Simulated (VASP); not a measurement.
# Ca (Fm-3m) in VASP: a series of runs

Runs on Ca. Level: PBEsol. Tasks: single point.

All numbers are computed with VASP 6.6.1; they aren't measurements. Logs are shortened: lines on timing, memory, paths and dates and some standing lists are left out, and cuts for length are marked.

## 1. The cell of the first run

Symmetry: Fm-3m, No. 225, cubic system. Conventional cell: a = 5.551 Å, b = 5.551 Å, c = 5.551 Å, α = 90.00°, β = 90.00°, γ = 90.00°. Within 5.2 Å of Ca (site symmetry m-3m) lie 12 Ca at 3.93 Å.

## 2. Single point, PBEsol

INCAR reads:

```
PREC = Accurate
ENCUT = 520
EDIFF = 1E-6
ISMEAR = -1
SIGMA = 0.05
LREAL = F
LASPH = T
NELM = 80
ALGO = Fast
ISIF = 2
LWAVE = F
LCHARG = T
GGA = PS
LELF = T
LVHAR = T
NBANDS = 11
```

KPOINTS reads:

```
Automatic mesh
0
Gamma
  8 8 8
```

POSCAR reads:

```
Ca
1.0
    0.0000000000      2.7754464148      2.7754464148
    2.7754464148      0.0000000000      2.7754464148
    2.7754464148      2.7754464148      0.0000000000
Ca
1
Direct
    0.0000000000      0.0000000000      0.0000000000
```

Potentials or basis: VASP PAW PBE potentials, release 64 (Ca_sv).

Run with:

```bash
> cat potpaw_PBE.64/Ca_sv/POTCAR > POTCAR
> mpirun -np 1 vasp_std > vasp.out
```

OUTCAR:

```text
PREC = Accurate
   ENCUT = 520
   EDIFF = 1E-6
   ISMEAR = -1
   LREAL = F
   LASPH = T
   NELM = 80
   ISIF = 2
   GGA = PS

 ion  position               nearest neighbor table
   1  0.000  0.000  0.000-

  LATTYP: Found a face centered cubic cell.
 ALAT       =     5.5508928296

  Lattice vectors:

 A1 = (   0.0000000000,   2.7754464148,   2.7754464148)
 A2 = (   2.7754464148,   0.0000000000,   2.7754464148)
 A3 = (   2.7754464148,   2.7754464148,   0.0000000000)

Analysis of symmetry for initial positions (statically):
=====================================================================
 Subroutine PRICEL returns:
 Original cell was already a primitive cell.

 Routine SETGRP: Setting up the symmetry group for a
 face centered cubic supercell.

 Subroutine GETGRP returns: Found 48 space group operations
 (whereof 48 operations were pure point group operations)
 out of a pool of 48 trial point group operations.

The static configuration has the point symmetry O_h .

Analysis of symmetry for dynamics (positions and initial velocities):
=====================================================================
 Subroutine PRICEL returns:
 Original cell was already a primitive cell.

 Routine SETGRP: Setting up the symmetry group for a
 face centered cubic supercell.

 Subroutine GETGRP returns: Found 48 space group operations
 (whereof 48 operations were pure point group operations)
 out of a pool of 48 trial point group operations.

The dynamic configuration has the point symmetry O_h .

 Subroutine INISYM returns: Found 48 space group operations
 (whereof 48 operations are pure point group operations),
 and found     1 'primitive' translations

----------------------------------------------------------------------------------------

                                     Primitive cell

  volume of cell :      42.7591

  direct lattice vectors                    reciprocal lattice vectors
     0.000000000  2.775446415  2.775446415    -0.180151199  0.180151199  0.180151199
     2.775446415  0.000000000  2.775446415     0.180151199 -0.180151199  0.180151199
     2.775446415  2.775446415  0.000000000     0.180151199  0.180151199 -0.180151199

  length of vectors
     3.925073961  3.925073961  3.925073961     0.312031030  0.312031030  0.312031030

  position of ions in fractional coordinates (direct lattice)
     0.000000000  0.000000000  0.000000000

  ion indices of the primitive-cell ions
   primitive index   ion index
                 1           1

----------------------------------------------------------------------------------------

 KPOINTS: Automatic mesh

Automatic generation of k-mesh.
 Grid dimensions read from file:
 generate k-points for:    8    8    8

 Generating k-lattice:

  Cartesian coordinates                     Fractional coordinates (reciprocal lattice)
    -0.022518900  0.022518900  0.022518900     0.125000000  0.000000000  0.000000000
     0.022518900 -0.022518900  0.022518900     0.000000000  0.125000000  0.000000000
     0.022518900  0.022518900 -0.022518900     0.000000000  0.000000000  0.125000000

  Length of vectors
     0.039003879  0.039003879  0.039003879

  Shift w.r.t. Gamma in fractional coordinates (k-lattice)
     0.000000000  0.000000000  0.000000000

 Subroutine IBZKPT returns following result:
 ===========================================

 Found     29 irreducible k-points:

 Following reciprocal coordinates:
            Coordinates               Weight
  0.000000  0.000000  0.000000      1.000000
  0.125000  0.000000  0.000000      8.000000
  0.250000  0.000000  0.000000      8.000000
  0.375000  0.000000  0.000000      8.000000
  0.500000  0.000000  0.000000      4.000000
  0.125000  0.125000  0.000000      6.000000
[... 16 lines left out ...]
  0.500000  0.250000  0.125000     48.000000
 -0.375000  0.250000  0.125000     24.000000
 [... further k-points ...]
   k-points           NKPTS =     29   k-points in BZ     NKDIM =     29   number of bands    NBANDS=     11
   number of dos      NEDOS =    301   number of ions     NIONS =      1
   total plane-waves  NPLWV =  27000
   dimension x,y,z NGX =    30 NGY =   30 NGZ =   30
   dimension x,y,z NGXF=    60 NGYF=   60 NGZF=   60
   ions per type =               1
   NGX,Y,Z   is equivalent  to a cutoff of  12.71, 12.71, 12.71 a.u.
   NGXF,Y,Z  is equivalent  to a cutoff of  25.41, 25.41, 25.41 a.u.
 SYSTEM =  unknown system
   PREC   = accura    normal or accurate (medium, high low for compatibility)
   ISTART =      0    job   : 0-new  1-cont  2-samecut
   ICHARG =      2    charge: 1-file 2-atom 10-const
   ISPIN  =      1    spin polarized calculation?
   LNONCOLLINEAR =      F non collinear calculations
   LSORBIT =      F    spin-orbit coupling
   LASPH  =      T    aspherical Exc in radial PAW
   ENCUT  =  520.0 eV  38.22 Ry    6.18 a.u.   7.30  7.30  7.30*2*pi/ulx,y,z
   NELM   =     80;   NELMIN=  2; NELMDL= -5     # of ELM steps
   EDIFF  = 0.1E-05   stopping-criterion for ELM
   LREAL  =      F    real-space projection
   EDIFFG = 0.1E-04   stopping-criterion for IOM
   NSW    =      0    number of steps for IOM
   IBRION =     -1    ionic relax: 0-MD 1-quasi-New 2-CG
   NFREE  =      0    steps in history (QN), initial steepest desc. (CG)
   ISIF   =      2    stress and relaxation
   ISYM   =      2    0-nonsym 1-usesym 2-fastsym
   POTIM  = 0.5000    time-step for ionic-motion
   TEBEG  =    0.0;   TEEND  =   0.0 temperature during run
   PSTRESS=    0.0 pullay stress
   NELECT =      10.0000    total number of electrons
   NUPDOWN=      -1.0000    fix difference up-down
   EMIN   =  10.00;   EMAX   =-10.00  energy-range for DOS
   EFERMI =   0.00;   METHOD = LEGACY
   ISMEAR =    -1;   SIGMA  =   0.05  broadening in eV -4-tet -1-fermi 0-gaus
   EFERMI_NEDOS =   21; number of points for ismear=-14 and -15
   IALGO  =     68    algorithm
   IMIX   =      4    mixing-type and parameters
     AMIX     =   0.40;   BMIX     =  1.00
     AMIX_MAG =   1.60;   BMIX_MAG =  1.00
  volume/ion in A,a.u.               =      42.76       288.55
  Fermi-wavevector in a.u.,A,eV,Ry     =   1.008630  1.906035 13.841683  1.017335
  Thomas-Fermi vector in A             =   2.141509
   LORBIT       =      0    0 simple, 1 ext, 2 COOP (PROOUT), +10 PAW based schemes
   GGA     = PS    functional components
   LHFCALC =     F    Hartree Fock is set to
   AEXX    =    0.0000 exact exchange contribution
   IVDW    =     0    specifies the selected vdW correction
   LEPSILON=     F    determine dielectric tensor
   LRPA    =     F    only Hartree local field effects (RPA)
 non-spin polarized calculation
 RMM-DIIS sequential band-by-band and
  energy-cutoff  :      520.00
  volume of cell :       42.76
 maximum number of plane-waves:      1174
 NGX is ok and might be reduce to    30
   NGX = 15   NGY = 15   NGZ = 15

 number of electron      10.0000000 magnetization

 number of electron       9.9999999 magnetization

 Free energy of the ion-electron system (eV)
  ---------------------------------------------------
  ext. energy  EPLUGINS =         0.00000000
  ---------------------------------------------------
  free energy    TOTEN  =        -2.13376537 eV

  energy without entropy =       -2.12199155  energy(sigma->0) =       -2.12787846

 E-fermi :   1.7969     XC(G=0):  -7.7683

 val. band max:        1.7605301521   @ k =  -0.3750   0.2500   0.1250
 cond. band min:       1.8645538387   @ k =   0.5000   0.1250   0.0000
 fundamental gap:      0.1040236866
 Fermi energy:         1.7968749784

 k-point     1 :       0.0000    0.0000    0.0000
  band No.  band energies     occupation
      1     -40.0309      2.00000
      2     -21.0243      2.00000
      3     -21.0243      2.00000
      4     -21.0243      2.00000
      5      -2.1710      2.00000
      6       4.1499      0.00000
      7       4.1499      0.00000
      8       4.1499      0.00000
      9       5.2121      0.00000
     10       5.2121      0.00000
     11      10.9111      0.00000

 k-point     2 :       0.1250    0.0000    0.0000
  band No.  band energies     occupation
      1     -40.0290      2.00000
      2     -21.0442      2.00000
      3     -21.0270      2.00000
      4     -21.0270      2.00000
      5      -1.9081      2.00000
      6       3.8781      0.00000
      7       4.2396      0.00000
      8       4.2396      0.00000
      9       5.1411      0.00000
     10       5.1411      0.00000
     11      11.0185      0.00000

 k-point     3 :       0.2500    0.0000    0.0000
  band No.  band energies     occupation
      1     -40.0243      2.00000
      2     -21.0918      2.00000
      3     -21.0336      2.00000
      4     -21.0336      2.00000
      5      -1.1605      2.00000
      6       3.2410      0.00000
      7       4.2843      0.00000
      8       4.2843      0.00000
      9       5.2227      0.00000
     10       5.2228      0.00000
     11       9.1458      0.00000

 k-point     4 :       0.3750    0.0000    0.0000
  band No.  band energies     occupation
      1     -40.0197      2.00000
      2     -21.1390      2.00000
      3     -21.0402      2.00000
      4     -21.0402      2.00000
      5      -0.0682      2.00000
      6       2.4238      0.00001
      7       4.1250      0.00000
      8       4.1250      0.00000
      9       5.6437      0.00000
     10       5.6437      0.00000
     11       7.5786      0.00000
[... 239 lines left out ...]
 k-point    22 :       0.3750    0.2500    0.1250
  band No.  band energies     occupation
      1     -40.0209      2.00000
      2     -21.1036      2.00000
      3     -21.0582      2.00000
      4     -21.0420      2.00000
      5      -0.5323      2.00000
      6       3.0315      0.00000
      7       3.7917      0.00000
      8       4.7021      0.00000
      9       4.8306      0.00000
     10       5.7418      0.00000
     11       9.1600      0.00000

 k-point    23 :       0.5000    0.2500    0.1250
  band No.  band energies     occupation
      1     -40.0172      2.00000
      2     -21.1290      2.00000
      3     -21.0730      2.00000
      4     -21.0498      2.00000
      5       0.5032      2.00000
      6       2.5332      0.00000
      7       3.3849      0.00000
      8       4.5449      0.00000
      9       5.3867      0.00000
     10       6.1171      0.00000
     11       7.5516      0.00000

 k-point    24 :      -0.3750    0.2500    0.1250
  band No.  band energies     occupation
      1     -40.0156      2.00000
      2     -21.1399      2.00000
      3     -21.0777      2.00000
      4     -21.0541      2.00000
      5       1.5025      1.99447
      6       1.7605      1.34825
      7       3.3262      0.00000
      8       4.4494      0.00000
      9       5.7294      0.00000
     10       6.2846      0.00000
     11       6.7083      0.00000

 [... further k-points ...]
[... 5 lines left out ...]
  --------------------------------------------------------------------------------------
  -------------------------------------------------------------------------------------
  Total       -0.2273285     -0.2273285     -0.2273285     -0.0000000     -0.0000000     -0.0000000
  in kB       -8.5179664     -8.5179664     -8.5179664     -0.0000000     -0.0000000     -0.0000000
  external PRESSURE =      -8.5179664 kB  Pullay stress =       0.0000000 kB

 VOLUME and BASIS-vectors are now :
 -----------------------------------------------------------------------------
  energy-cutoff  :      520.00
  volume of cell :       42.76
      direct lattice vectors                 reciprocal lattice vectors
     0.000000000  2.775446415  2.775446415    -0.180151199  0.180151199  0.180151199
     2.775446415  0.000000000  2.775446415     0.180151199 -0.180151199  0.180151199
     2.775446415  2.775446415  0.000000000     0.180151199  0.180151199 -0.180151199

 POSITION                                       TOTAL-FORCE (eV/Angst)
 -----------------------------------------------------------------------------------
      0.00000      0.00000      0.00000         0.000000      0.000000      0.000000
 -----------------------------------------------------------------------------------
    total drift:                               -0.000000     -0.000000      0.000000

  FREE ENERGIE OF THE ION-ELECTRON SYSTEM (eV)
  ---------------------------------------------------
  free  energy   TOTEN  =        -2.1337653696 eV

  energy  without entropy=       -2.1219915471  energy(sigma->0) =       -2.12787846
```

Wall time 17 s (1 thread of Intel Xeon Platinum 8259CL at 2.50GHz (Skylake/Cascade Lake), shared host); peak memory 0.16 GiB.

What came out:

```
Free energy            : -2.1338 eV
Pressure               : -0.9 GPa
Band gap on the k mesh : zero (band 5 reaches 2.05 eV, above the bottom of band 6 at 1.67 eV)
```

Levels at points of the mesh, in eV from the Fermi level:
```
           k point  band 1  band 2  band 3  band 4  band 5  band 6  band 7  band 8  band 9  band 10
(0.00, 0.00, 0.00)  -41.83  -22.82  -22.82  -22.82   -3.97    2.35    2.35    2.35    3.42     3.42
(0.50, 0.00, 0.00)  -41.81  -22.96  -22.84  -22.84   -0.95   -0.12    2.24    2.24    4.10     4.10
(0.50, 0.50, 0.00)  -41.81  -22.95  -22.87  -22.87   -0.40    0.62    0.98    4.09    4.28     4.28
```

Caveat: the PAW data sets were made with another functional, which shifts forces and pressure a little.

## 3. Single point, PBEsol

This run uses another cell than the first one, of 43.63 Å³/atom, 1.020 times its volume.

INCAR reads:

```
PREC = Accurate
ENCUT = 520
EDIFF = 1E-7
ISMEAR = -1
SIGMA = 0.05
LREAL = False
LASPH = True
NELM = 100
ALGO = Normal
ISIF = 2
LWAVE = False
LCHARG = True
GGA = PS
LELF = True
LVHAR = True
NBANDS = 11
```

KPOINTS is that of step 2.

POSCAR reads:

```
Ca
1.0
    0.0000000000      2.7942000000      2.7942000000
    2.7942000000      0.0000000000      2.7942000000
    2.7942000000      2.7942000000      0.0000000000
Ca
1
Direct
    0.0000000000      0.0000000000      0.0000000000
```

Potentials or basis: VASP PAW PBE potentials, release 64 (Ca_sv).

Run with:

```bash
> cat potpaw_PBE.64/Ca_sv/POTCAR > POTCAR
> mpirun -np 1 vasp_std > vasp.out
```

Run time: 15 s. Hardware: 1 thread of Intel Xeon Platinum 8259CL at 2.50GHz (Skylake/Cascade Lake), shared host; peak memory 0.16 GiB.

It converged, with:

- Free energy: -2.1284 eV
- Pressure: -1.2 GPa
- Band gap on the k mesh: zero (band 5 reaches 1.98 eV, above the bottom of band 6 at 1.58 eV)

Levels at points of the mesh, in eV from the Fermi level:
| k point | band 3 | band 4 | band 5 | band 6 | band 7 | band 8 |
| --- | --- | --- | --- | --- | --- | --- |
| (0.00, 0.00, 0.00) | -22.87 | -22.87 | -3.93 | 2.33 | 2.33 | 2.33 |
| (0.50, 0.00, 0.00) | -22.89 | -22.89 | -0.95 | -0.14 | 2.22 | 2.22 |
| (0.50, 0.50, 0.00) | -22.91 | -22.91 | -0.39 | 0.63 | 0.95 | 4.02 |

Caveat: the PAW data sets were made with another functional, which shifts forces and pressure a little.
